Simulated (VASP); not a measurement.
# K3Cd2Se4O12 (a cell with a defect) in VASP: single point with LDA

Aim: the single point of K3Cd2Se4O12 (a cell with a defect) with LDA.

Everything below comes from runs of VASP 6.6.1. Logs are shortened: lines on timing, memory, paths and dates and some standing lists are left out, and cuts for length are marked.

### 1 The cell of the first run

The cell holds a defect, 21 atoms: a = 5.710 Å, b = 11.420 Å, c = 7.137 Å, α = 113.58°, β = 90.00°, γ = 120.00°.

### 2 Single point, LDA

INCAR reads:

```
SYSTEM = K3Cd2Se4O12
PREC = Accurate
ENCUT = 520
EDIFF = 1E-6
ISMEAR = -1
SIGMA = 0.05
LREAL = Auto
LASPH = .TRUE.
NELM = 100
ALGO = Normal
ISIF = 2
LWAVE = .FALSE.
LCHARG = .FALSE.
GGA = CA
NBANDS = 90
```

KPOINTS reads:

```
regular mesh
0
G
  3 2 2
  0 0 0
```

POSCAR reads:

```
K3Cd2Se4O12
1.0
    5.7101419900     -0.0000000100     -0.0000005900
   -5.7101420000      9.8902560300     -0.0000011700
   -0.0000006500     -3.2967501300      6.3302155900
K Cd Se O
3 2 4 12
Direct
    0.8547965201      0.3482686096      0.4420291650
    0.1436042425      0.1521797972      0.5590642550
    0.9994454145      0.7502443726      0.5005926611
   -0.0201581870     -0.0008131349      0.0080855046
    0.0185474851      0.5013006293     -0.0069827642
    0.6389496396      0.1490897396      0.8969714334
    0.3594998327      0.3514324202      0.1042164542
    0.6395266667      0.6286981109      0.8994197799
    0.3588342429      0.8717689353      0.1015885198
    0.7974001325      0.0543076621      0.7955336532
    0.7019616843      0.2503003244      0.7601310948
    0.2898404297      0.0170238305      0.7977216762
    0.2010721551      0.4462301327      0.2056134775
    0.7086176212      0.4834720575      0.2034674752
    0.2964149801      0.2502103218      0.2410425752
    0.8368116463      0.5606424163      0.7852827568
    0.6831578414      0.7469673710      0.7966844423
    0.3052153623      0.4753698859      0.7775538868
    0.1615284851      0.9398021004      0.2157686694
    0.6931385852      1.0251063100      0.2234885350
    0.3152648888      0.7535017775      0.2043222777
```

Potentials or basis: VASP PAW LDA potentials, release 64 (K_sv, Cd, Se, O).

The run is started by

```sh
> cat potpaw_LDA.64/K_sv/POTCAR potpaw_LDA.64/Cd/POTCAR potpaw_LDA.64/Se/POTCAR potpaw_LDA.64/O/POTCAR > POTCAR
> mpirun -np 1 vasp_std > vasp.out
```

OUTCAR:

```text
SYSTEM = K3Cd2Se4O12
   PREC = Accurate
   ENCUT = 520
   EDIFF = 1E-6
   ISMEAR = -1
   LREAL = Auto
   LASPH = .TRUE.
   NELM = 100
   ISIF = 2
   GGA = CA

 ion  position               nearest neighbor table
   1  0.855  0.348  0.442-  13 2.70  16 2.72  18 2.82  11 2.87   5 3.50   2 3.69
   2  0.144  0.152  0.559-  10 2.70  19 2.72  20 2.82  15 2.87   4 3.50   1 3.69
   3  0.999  0.750  0.501-  12 2.51  14 2.51  21 2.78  17 2.78   5 3.65   4 3.65
   4  0.980  0.999  0.008-  17 2.26  10 2.28  19 2.29  20 2.29  15 2.29  12 2.31   7 3.23   9 3.28
                             2 3.50   3 3.65
   5  0.019  0.501  0.993-  21 2.26  13 2.28  16 2.29  18 2.29  11 2.29  14 2.31   6 3.23   8 3.28
                             1 3.50   3 3.65
   6  0.639  0.149  0.897-  10 1.69  12 1.70  11 1.70   5 3.23
   7  0.359  0.351  0.104-  13 1.69  14 1.70  15 1.70   4 3.23
   8  0.640  0.629  0.899-  17 1.70  18 1.70  16 1.70   5 3.28
   9  0.359  0.872  0.102-  21 1.70  20 1.70  19 1.70   4 3.28
  10  0.797  0.054  0.796-   6 1.69   4 2.28   2 2.70
  11  0.702  0.250  0.760-   6 1.70   5 2.29   1 2.87
  12  0.290  0.017  0.798-   6 1.70   4 2.31   3 2.51
  13  0.201  0.446  0.206-   7 1.69   5 2.28   1 2.70
  14  0.709  0.483  0.203-   7 1.70   5 2.31   3 2.51
  15  0.296  0.250  0.241-   7 1.70   4 2.29   2 2.87
  16  0.837  0.561  0.785-   8 1.70   5 2.29   1 2.72
  17  0.683  0.747  0.797-   8 1.70   4 2.26   3 2.78
  18  0.305  0.475  0.778-   8 1.70   5 2.29   1 2.82
  19  0.162  0.940  0.216-   9 1.70   4 2.29   2 2.72
  20  0.693  0.025  0.223-   9 1.70   4 2.29   2 2.82
  21  0.315  0.754  0.204-   9 1.70   5 2.26   3 2.78

  LATTYP: Found a simple monoclinic cell.
 ALAT       =     7.1372397210
 B/A-ratio  =     0.8000490684
 C/A-ratio  =     1.2806556133
 COS(beta)  =    -0.2810448283

  Lattice vectors:

 A1 = (  -0.0000006500,  -3.2967501300,   6.3302155900)
 A2 = (  -5.7101419900,   0.0000000100,   0.0000005900)
 A3 = (   0.0000006600,  -6.5935058900,  -6.3302138300)

Analysis of symmetry for initial positions (statically):
=====================================================================
 Subroutine PRICEL returns:
 Original cell was already a primitive cell.

 Routine SETGRP: Setting up the symmetry group for a
 simple monoclinic supercell.

 Subroutine GETGRP returns: Found  1 space group operations
 (whereof  1 operations were pure point group operations)
 out of a pool of  4 trial point group operations.

The static configuration has the point symmetry C_1 .

[... 160 lines left out ...]
   NFREE  =      0    steps in history (QN), initial steepest desc. (CG)
   ISIF   =      2    stress and relaxation
   ISYM   =      2    0-nonsym 1-usesym 2-fastsym
   POTIM  = 0.5000    time-step for ionic-motion
   TEBEG  =    0.0;   TEEND  =   0.0 temperature during run
   PSTRESS=    0.0 pullay stress
   NELECT =     147.0000    total number of electrons
   NUPDOWN=      -1.0000    fix difference up-down
   EMIN   =  10.00;   EMAX   =-10.00  energy-range for DOS
   EFERMI =   0.00;   METHOD = LEGACY
   ISMEAR =    -1;   SIGMA  =   0.05  broadening in eV -4-tet -1-fermi 0-gaus
   EFERMI_NEDOS =   21; number of points for ismear=-14 and -15
   IALGO  =     38    algorithm
   IMIX   =      4    mixing-type and parameters
     AMIX     =   0.40;   BMIX     =  1.00
     AMIX_MAG =   1.60;   BMIX_MAG =  1.00
  volume/ion in A,a.u.               =      17.02       114.88
  Fermi-wavevector in a.u.,A,eV,Ry     =   1.217371  2.300498 20.163729  1.481992
  Thomas-Fermi vector in A             =   2.352694
   LORBIT       =      0    0 simple, 1 ext, 2 COOP (PROOUT), +10 PAW based schemes
   GGA     = CA    functional components
   LHFCALC =     F    Hartree Fock is set to
   AEXX    =    0.0000 exact exchange contribution
   IVDW    =     0    specifies the selected vdW correction
   LEPSILON=     F    determine dielectric tensor
   LRPA    =     F    only Hartree local field effects (RPA)
 non-spin polarized calculation
  energy-cutoff  :      520.00
  volume of cell :      357.50
 maximum number of plane-waves:      9652
 NGX is ok and might be reduce to    42
   NGX = 21   NGY = 43   NGZ = 27

 number of electron     147.0000029 magnetization

 Free energy of the ion-electron system (eV)
  ---------------------------------------------------
  ext. energy  EPLUGINS =         0.00000000
  ---------------------------------------------------
  free energy    TOTEN  =      -115.37138496 eV

  energy without entropy =     -115.26589290  energy(sigma->0) =     -115.31863893

 E-fermi :  -0.0812     XC(G=0):  -9.5194

 val. band max:       -0.1034269991   @ k =   0.0000  -0.0000   0.5000
 cond. band min:      -0.0679077853   @ k =   0.3333   0.0000   0.0000
 fundamental gap:      0.0355192138
 Fermi energy:        -0.0811725067

 k-point     1 :       0.0000    0.0000    0.0000
  band No.  band energies     occupation
      1     -27.3343      2.00000
      2     -27.3067      2.00000
      3     -27.2379      2.00000
      4     -20.2012      2.00000
      5     -20.0449      2.00000
      6     -19.9596      2.00000
[... 693 lines left out ...]
     84       6.4388      0.00000
     85       6.4950      0.00000
 [bands above 85 left out]

------------------------ aborting loop because EDIFF is reached ----------------------------------------

  FORCE on cell =-STRESS in cart. coord.  units (eV):
  Direction    XX          YY          ZZ          XY          YZ          ZX
  --------------------------------------------------------------------------------------
  -------------------------------------------------------------------------------------
  Total       -2.0643732     -1.3461267     -1.7418202     -0.1473636      1.7833749     -0.2436873
  in kB       -9.2517928     -6.0328652     -7.8062239     -0.6604315      7.9924573     -1.0921206
  external PRESSURE =      -7.6969606 kB  Pullay stress =       0.0000000 kB

 VOLUME and BASIS-vectors are now :
 -----------------------------------------------------------------------------
  energy-cutoff  :      520.00
  volume of cell :      357.50
      direct lattice vectors                 reciprocal lattice vectors
     5.710141990 -0.000000010 -0.000000590     0.175126999  0.101109627  0.052657494
    -5.710142000  9.890256030 -0.000001170     0.000000006  0.101109627  0.052657476
    -0.000000650 -3.296750130  6.330215590     0.000000016  0.000000028  0.157972517

 POSITION                                       TOTAL-FORCE (eV/Angst)
 -----------------------------------------------------------------------------------
      2.89235      1.98721      2.79814        -0.004226     -0.005757     -0.003767
     -0.04897     -0.33800      3.53900        -0.000105      0.006207      0.004548
      1.42297      5.76978      3.16886         0.000761     -0.001315      0.000240
     -0.11046      9.85556      0.05118         0.005949      0.005822     -0.005035
     -2.75659      1.68426      6.28601        -0.005600     -0.004927      0.004498
      2.79717     -1.48255      5.67802        -0.017698      0.045234      0.295676
[... 13 lines left out ...]
      3.81456     -0.48848      1.41473         0.085441      0.127984      0.144417
     -2.50240      6.77873      1.29340         0.074292     -0.145804      0.125934
 -----------------------------------------------------------------------------------
    total drift:                                0.002427      0.001706      0.004573

  FREE ENERGIE OF THE ION-ELECTRON SYSTEM (eV)
  ---------------------------------------------------
  free  energy   TOTEN  =      -115.3713849649 eV

  energy  without entropy=     -115.2658929002  energy(sigma->0) =     -115.31863893
```

OSZICAR:

```text
N       E                     dE             d eps       ncg     rms          rms(c)
DAV:   1     0.121561723490E+04    0.12156E+04   -0.74323E+04  1440   0.153E+03
DAV:   2    -0.115301954820E+02   -0.12271E+04   -0.11834E+04  1728   0.408E+02
DAV:   3    -0.131973874451E+03   -0.12044E+03   -0.11903E+03  1792   0.126E+02
DAV:   4    -0.136104293388E+03   -0.41304E+01   -0.41006E+01  1896   0.250E+01
DAV:   5    -0.136353673022E+03   -0.24938E+00   -0.24913E+00  2584   0.429E+00    0.390E+01
DAV:   6    -0.115734493087E+03    0.20619E+02   -0.97418E+01  1976   0.488E+01    0.210E+01
DAV:   7    -0.115751169080E+03   -0.16676E-01   -0.11108E+01  1656   0.132E+01    0.117E+01
DAV:   8    -0.115638026027E+03    0.11314E+00   -0.19868E+00  1736   0.707E+00    0.533E+00
DAV:   9    -0.115397631641E+03    0.24039E+00   -0.45338E-01  1944   0.440E+00    0.172E+00
DAV:  10    -0.115369870356E+03    0.27761E-01   -0.17741E-01  1646   0.169E+00    0.627E-01
DAV:  11    -0.115371565772E+03   -0.16954E-02   -0.44938E-02  1752   0.761E-01    0.400E-01
DAV:  12    -0.115371743445E+03   -0.17767E-03   -0.16577E-02  2366   0.360E-01    0.324E-01
DAV:  13    -0.115371245530E+03    0.49792E-03   -0.58834E-03  1976   0.214E-01    0.131E-01
DAV:  14    -0.115371377518E+03   -0.13199E-03   -0.61034E-04  1600   0.882E-02    0.390E-02
DAV:  15    -0.115371380266E+03   -0.27482E-05   -0.90249E-05  1824   0.407E-02    0.200E-02
DAV:  16    -0.115371383478E+03   -0.32119E-05   -0.25014E-05  1752   0.196E-02    0.742E-03
DAV:  17    -0.115371384598E+03   -0.11204E-05   -0.49110E-06  1664   0.970E-03    0.396E-03
DAV:  18    -0.115371384965E+03   -0.36649E-06   -0.87728E-07  1008   0.527E-03
   1 F= -.11537138E+03 E0= -.11531864E+03  d E =-.105492E+00
```

Wall time 8.4 min (1 thread of Intel Xeon Platinum 8488C (Sapphire Rapids), shared host); peak memory 0.46 GiB.

Results:

* Free energy: -115.3714 eV
* Pressure: -0.8 GPa
* Largest force: 0.300 eV/Å
* Band gap on the k mesh: zero (an odd number of electrons rules out a gap without spin polarisation)

Forces in eV/Å, atoms in the order of the input:
```
K   -0.004 -0.006 -0.004
K    0.000  0.006  0.005
K    0.001 -0.001  0.000
Cd   0.006  0.006 -0.005
Cd  -0.006 -0.005  0.004
Se  -0.018  0.045  0.296
Se   0.019 -0.042 -0.295
Se   0.008 -0.019  0.289
Se  -0.003  0.018 -0.290
O    0.173 -0.072 -0.129
O   -0.039  0.141 -0.148
O   -0.120 -0.102 -0.101
O   -0.176  0.071  0.130
O    0.119  0.103  0.099
O    0.037 -0.145  0.151
O    0.150 -0.014 -0.123
O   -0.073  0.147 -0.127
O   -0.083 -0.129 -0.145
O   -0.152  0.015  0.123
O    0.085  0.128  0.144
O    0.074 -0.146  0.126
```

Caveat: the k points lie up to 0.46 Å⁻¹ apart, too coarse for converged energies and pressures of a metal; an odd number of electrons without spin polarisation forces a metal; a magnetic or distorted state may lie lower.

The gap in the log of VASP goes by the Fermi energy; the results here count the filled bands.